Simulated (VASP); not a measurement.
# Zr3O (Pm-3m) in VASP: further runs, part 2 of 2

VASP 6.6.1. The steps go on from the part before.

## (3) Single point, r2SCAN

This run uses another cell than the first one, of 18.25 Å³/atom.

POSCAR reads:

```
Zr3O
1.0
    4.1790239869      0.0000000000      0.0000000000
    0.0000000000      4.1790239869      0.0000000000
    0.0000000000      0.0000000000      4.1790239869
Zr O
3 1
Direct
    0.0000000000      0.5000000000      0.5000000000
    0.5000000000      0.0000000000      0.5000000000
    0.5000000000      0.5000000000      0.0000000000
    0.0000000000      0.0000000000      0.0000000000
```

INCAR.step1 reads:

```
SYSTEM = Zr3O
ALGO = Normal
EDIFF = 1E-4
ENCUT = 520
GGA = PE
ISMEAR = 0
LASPH = .TRUE.
LCHARG = .FALSE.
LREAL = .FALSE.
LWAVE = .TRUE.
NBANDS = 29
NELM = 60
PREC = Accurate
SIGMA = 0.1
```

INCAR.step2 reads:

```
SYSTEM = Zr3O
ALGO = Normal
EDIFF = 1E-7
ENCUT = 520
ISIF = 2
ISMEAR = 0
ISTART = 1
LASPH = .TRUE.
LCHARG = .TRUE.
LELF = .TRUE.
LMIXTAU = .TRUE.
LREAL = .FALSE.
LVHAR = .TRUE.
LWAVE = .FALSE.
METAGGA = R2SCAN
NBANDS = 29
NELM = 60
PREC = Accurate
SIGMA = 0.1
```

KPOINTS reads:

```
k-points
0
G
  12 12 12
  0 0 0
```

Potentials or basis: VASP PAW PBE potentials, release 64 (Zr_sv, O).

The run is started by

```sh
> cat potpaw_PBE.64/Zr_sv/POTCAR potpaw_PBE.64/O/POTCAR > POTCAR
> cp INCAR.step1 INCAR
> mpirun -np 1 vasp_std > vasp.out
> cp INCAR.step2 INCAR
> mpirun -np 1 vasp_std > vasp.out
```

OUTCAR:

```text
SYSTEM = Zr3O
   EDIFF = 1E-7
   ENCUT = 520
   ISIF = 2
   ISMEAR = 0
   ISTART = 1
   LASPH = .TRUE.
   LREAL = .FALSE.
   METAGGA = R2SCAN
   NELM = 60
   PREC = Accurate

 ion  position               nearest neighbor table
   1  0.000  0.500  0.500-   2 2.96   3 2.96   3 2.96   2 2.96   2 2.96   3 2.96   3 2.96   2 2.96

   2  0.500  0.000  0.500-   1 2.96   3 2.96   3 2.96   1 2.96   3 2.96   3 2.96   1 2.96   1 2.96

   3  0.500  0.500  0.000-   1 2.96   2 2.96   1 2.96   2 2.96   2 2.96   2 2.96   1 2.96   1 2.96

   4  0.000  0.000  0.000-

  LATTYP: Found a simple cubic cell.
 ALAT       =     4.1790239869

  Lattice vectors:

 A1 = (   4.1790239869,   0.0000000000,   0.0000000000)
 A2 = (   0.0000000000,   4.1790239869,   0.0000000000)
 A3 = (   0.0000000000,   0.0000000000,   4.1790239869)

Analysis of symmetry for initial positions (statically):
=====================================================================
 Subroutine PRICEL returns:
 Original cell was already a primitive cell.

 Routine SETGRP: Setting up the symmetry group for a
 simple cubic supercell.

 Subroutine GETGRP returns: Found 48 space group operations
 (whereof 48 operations were pure point group operations)
 out of a pool of 48 trial point group operations.

The static configuration has the point symmetry O_h .

Analysis of symmetry for dynamics (positions and initial velocities):
=====================================================================
 Subroutine PRICEL returns:
 Original cell was already a primitive cell.

 Routine SETGRP: Setting up the symmetry group for a
 simple cubic supercell.

 Subroutine GETGRP returns: Found 48 space group operations
 (whereof 48 operations were pure point group operations)
 out of a pool of 48 trial point group operations.

The dynamic configuration has the point symmetry O_h .

 Subroutine INISYM returns: Found 48 space group operations
 (whereof 48 operations are pure point group operations),
 and found     1 'primitive' translations

----------------------------------------------------------------------------------------

                                     Primitive cell

  volume of cell :      72.9835

  direct lattice vectors                    reciprocal lattice vectors
     4.179023987  0.000000000  0.000000000     0.239290323  0.000000000  0.000000000
     0.000000000  4.179023987  0.000000000     0.000000000  0.239290323  0.000000000
     0.000000000  0.000000000  4.179023987     0.000000000  0.000000000  0.239290323

  length of vectors
     4.179023987  4.179023987  4.179023987     0.239290323  0.239290323  0.239290323

  position of ions in fractional coordinates (direct lattice)
     0.000000000  0.500000000  0.500000000
     0.500000000  0.000000000  0.500000000
     0.500000000  0.500000000  0.000000000
     0.000000000  0.000000000  0.000000000

  ion indices of the primitive-cell ions
   primitive index   ion index
                 1           1
                 2           2
                 3           3
                 4           4

----------------------------------------------------------------------------------------

 KPOINTS: k-points

Automatic generation of k-mesh.
 Grid dimensions read from file:
 generate k-points for:   12   12   12

 Generating k-lattice:

  Cartesian coordinates                     Fractional coordinates (reciprocal lattice)
     0.019940860  0.000000000  0.000000000     0.083333333  0.000000000  0.000000000
     0.000000000  0.019940860  0.000000000     0.000000000  0.083333333  0.000000000
     0.000000000  0.000000000  0.019940860     0.000000000  0.000000000  0.083333333

  Length of vectors
     0.019940860  0.019940860  0.019940860

  Shift w.r.t. Gamma in fractional coordinates (k-lattice)
     0.000000000  0.000000000  0.000000000

 Subroutine IBZKPT returns following result:
 ===========================================

 Found     84 irreducible k-points:

 Following reciprocal coordinates:
            Coordinates               Weight
  0.000000  0.000000  0.000000      1.000000
  0.083333  0.000000  0.000000      6.000000
  0.166667  0.000000  0.000000      6.000000
  0.250000  0.000000  0.000000      6.000000
  0.333333  0.000000  0.000000      6.000000
  0.416667  0.000000  0.000000      6.000000
[... 16 lines left out ...]
  0.333333  0.333333  0.000000     12.000000
  0.416667  0.333333  0.000000     24.000000
 [... further k-points ...]
   k-points           NKPTS =     84   k-points in BZ     NKDIM =     84   number of bands    NBANDS=     29
   number of dos      NEDOS =    301   number of ions     NIONS =      4
   total plane-waves  NPLWV =  32768
   dimension x,y,z NGX =    32 NGY =   32 NGZ =   32
   dimension x,y,z NGXF=    64 NGYF=   64 NGZF=   64
   ions per type =               3   1
   NGX,Y,Z   is equivalent  to a cutoff of  12.73, 12.73, 12.73 a.u.
   NGXF,Y,Z  is equivalent  to a cutoff of  25.46, 25.46, 25.46 a.u.
 SYSTEM =  Zr3O
   PREC   = accura    normal or accurate (medium, high low for compatibility)
   ISTART =      1    job   : 0-new  1-cont  2-samecut
   ICHARG =      0    charge: 1-file 2-atom 10-const
   ISPIN  =      1    spin polarized calculation?
   LNONCOLLINEAR =      F non collinear calculations
   LSORBIT =      F    spin-orbit coupling
   LASPH  =      T    aspherical Exc in radial PAW
   ENCUT  =  520.0 eV  38.22 Ry    6.18 a.u.   7.77  7.77  7.77*2*pi/ulx,y,z
   NELM   =     60;   NELMIN=  2; NELMDL=  0     # of ELM steps
   EDIFF  = 0.1E-06   stopping-criterion for ELM
   LREAL  =      F    real-space projection
   EDIFFG = 0.1E-05   stopping-criterion for IOM
   NSW    =      0    number of steps for IOM
   IBRION =     -1    ionic relax: 0-MD 1-quasi-New 2-CG
   NFREE  =      0    steps in history (QN), initial steepest desc. (CG)
   ISIF   =      2    stress and relaxation
   ISYM   =      2    0-nonsym 1-usesym 2-fastsym
   POTIM  = 0.5000    time-step for ionic-motion
   TEBEG  =    0.0;   TEEND  =   0.0 temperature during run
   PSTRESS=    0.0 pullay stress
   NELECT =      42.0000    total number of electrons
   NUPDOWN=      -1.0000    fix difference up-down
   EMIN   =  10.00;   EMAX   =-10.00  energy-range for DOS
   EFERMI =   0.00;   METHOD = LEGACY
   ISMEAR =     0;   SIGMA  =   0.10  broadening in eV -4-tet -1-fermi 0-gaus
   EFERMI_NEDOS =   21; number of points for ismear=-14 and -15
   IALGO  =     38    algorithm
   IMIX   =      4    mixing-type and parameters
     AMIX     =   0.40;   BMIX     =  1.00
     AMIX_MAG =   1.60;   BMIX_MAG =  1.00
  volume/ion in A,a.u.               =      18.25       123.13
  Fermi-wavevector in a.u.,A,eV,Ry     =   1.361705  2.573250 25.228477  1.854241
  Thomas-Fermi vector in A             =   2.488258
   LORBIT       =      0    0 simple, 1 ext, 2 COOP (PROOUT), +10 PAW based schemes
   METAGGA = R2SCAN    functional components
   LHFCALC =     F    Hartree Fock is set to
   AEXX    =    0.0000 exact exchange contribution
   IVDW    =     0    specifies the selected vdW correction
   LEPSILON=     F    determine dielectric tensor
   LRPA    =     F    only Hartree local field effects (RPA)
 non-spin polarized calculation
 Gauss-broadening in eV      SIGMA  =   0.10
  energy-cutoff  :      520.00
  volume of cell :       72.98
 maximum number of plane-waves:      1988
 NGX is ok and might be reduce to    32
   NGX = 15   NGY = 15   NGZ = 15

 number of electron      42.0000001 magnetization

 Free energy of the ion-electron system (eV)
  ---------------------------------------------------
  ext. energy  EPLUGINS =         0.00000000
  ---------------------------------------------------
  free energy    TOTEN  =       -73.45871881 eV

  energy without entropy =      -73.43289324  energy(sigma->0) =      -73.44580602

 E-fermi :   9.1869     XC(G=0): -12.1501

 val. band max:        9.1770025696   @ k =   0.4167   0.1667   0.1667
 cond. band min:       9.1908187599   @ k =   0.4167   0.4167   0.1667
 fundamental gap:      0.0138161903
 Fermi energy:         9.1868941045

 k-point     1 :       0.0000    0.0000    0.0000
  band No.  band energies     occupation
      1     -41.2448      2.00000
      2     -40.8547      2.00000
      3     -40.8547      2.00000
      4     -19.1563      2.00000
      5     -19.1563      2.00000
      6     -19.1563      2.00000
[... 757 lines left out ...]
     28      12.3923      0.00000
     29      12.5154      0.00000

 [... further k-points ...]

------------------------ aborting loop because EDIFF is reached ----------------------------------------

  FORCE on cell =-STRESS in cart. coord.  units (eV):
  Direction    XX          YY          ZZ          XY          YZ          ZX
  --------------------------------------------------------------------------------------
  -------------------------------------------------------------------------------------
  Total        0.0341594      0.0341594      0.0341594     -0.0000000      0.0000000      0.0000000
  in kB        0.7498870      0.7498870      0.7498870     -0.0000000      0.0000000      0.0000000
  external PRESSURE =       0.7498870 kB  Pullay stress =       0.0000000 kB

 VOLUME and BASIS-vectors are now :
 -----------------------------------------------------------------------------
  energy-cutoff  :      520.00
  volume of cell :       72.98
      direct lattice vectors                 reciprocal lattice vectors
     4.179023987  0.000000000  0.000000000     0.239290323  0.000000000  0.000000000
     0.000000000  4.179023987  0.000000000     0.000000000  0.239290323  0.000000000
     0.000000000  0.000000000  4.179023987     0.000000000  0.000000000  0.239290323

 POSITION                                       TOTAL-FORCE (eV/Angst)
 -----------------------------------------------------------------------------------
      0.00000      2.08951      2.08951         0.000000      0.000000      0.000000
      2.08951      0.00000      2.08951         0.000000      0.000000      0.000000
      2.08951      2.08951      0.00000         0.000000      0.000000      0.000000
      0.00000      0.00000      0.00000         0.000000      0.000000      0.000000
 -----------------------------------------------------------------------------------
    total drift:                                0.000000     -0.000000     -0.000000

  FREE ENERGIE OF THE ION-ELECTRON SYSTEM (eV)
  ---------------------------------------------------
  free  energy   TOTEN  =       -73.4587188059 eV

  energy  without entropy=      -73.4328932359  energy(sigma->0) =      -73.44580602
```

It took 3.8 min on 1 thread of Intel Xeon 6975P-C (Granite Rapids), shared host; peak memory 0.27 GiB.

Results:

```yaml
Free_energy: -73.4587 eV
Pressure: 0.1 GPa
Band_gap_on_the_k_mesh: zero (bands 21 and 22 overlap by 3.11 eV)
```

Levels at points of the mesh, in eV from the Fermi level:
```csv
k point,band 17,band 18,band 19,band 20,band 21,band 22,band 23,band 24
"(0.00, 0.00, 0.00)",-3.81,-2.24,-2.12,-2.12,-2.12,-2.12,-2.12,3.20
"(0.50, 0.00, 0.00)",-2.96,-1.62,-0.20,-0.14,-0.12,0.87,0.87,0.94
"(0.50, 0.50, 0.00)",-0.99,-0.99,-0.93,-0.47,0.99,0.99,1.18,1.45
"(0.50, 0.50, 0.50)",-2.59,-2.59,-2.59,-1.01,0.68,0.68,0.68,2.47
```

Caveat: the PAW data sets were made with another functional, which shifts forces and pressure a little.

The gap in the log of VASP goes by the Fermi energy; the results here count the filled bands.